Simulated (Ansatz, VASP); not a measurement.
# One calculation of Ta2C, two programs

```
Ta C
1.0
    -1.54765   -2.68061    0.00000
     1.54765   -2.68061    0.00000
     0.00000    0.00000   10.59216
Ta C
4 2
Cartesian
  0.0000 -3.5741 8.6260
  0.0000 -3.5741 3.7050
  0.0000 -1.7871 1.2161
  0.0000 -1.7871 6.1372
  -1.5477 -2.6806 7.3816
  -1.5477 -2.6806 2.4605
```

Alike in both runs: task single point; functional PBEsol; k mesh 17 × 17 × 5; occupations gaussian, width 0.15 eV; no spin polarisation.

|  | VASP | Ansatz |
| --- | --- | --- |
| version | VASP 6.6.1 | Ansatz 0.2.0 |
| potentials or method | VASP PAW PBE potentials, release 64 (Ta_pv, C), cutoff 520 eV | scalar-relativistic, plane waves, PAW |
| valence electrons in the cell | 52 | 60 |

VASP gave:

| Quantity | Value |
| --- | --- |
| gap on the k mesh at the Fermi level (eV) | none |
| pressure (GPa) | -6.7 |
| traceless stress, the component that is largest in VASP (GPa) | -7.13 |
| rms of the force components (eV/Å) | 0.554 |

Which values does Ansatz return?

gap on the k mesh at the Fermi level (eV): none; pressure (GPa): -7.1; traceless stress, the component that is largest in VASP (GPa): -7.14; rms of the force components (eV/Å): 0.548.

VASP's potentials were made for PBE, not for PBEsol. Atom by atom the forces differ by 0.019 eV/Å (rms over components). A gap of «none» marks a metal or a gap that the smearing closes. VASP's potentials hold 52 valence electrons a cell and Ansatz's 60, so a difference there can come from the potentials and not from the codes.

Neither program's run includes spin-orbit coupling.
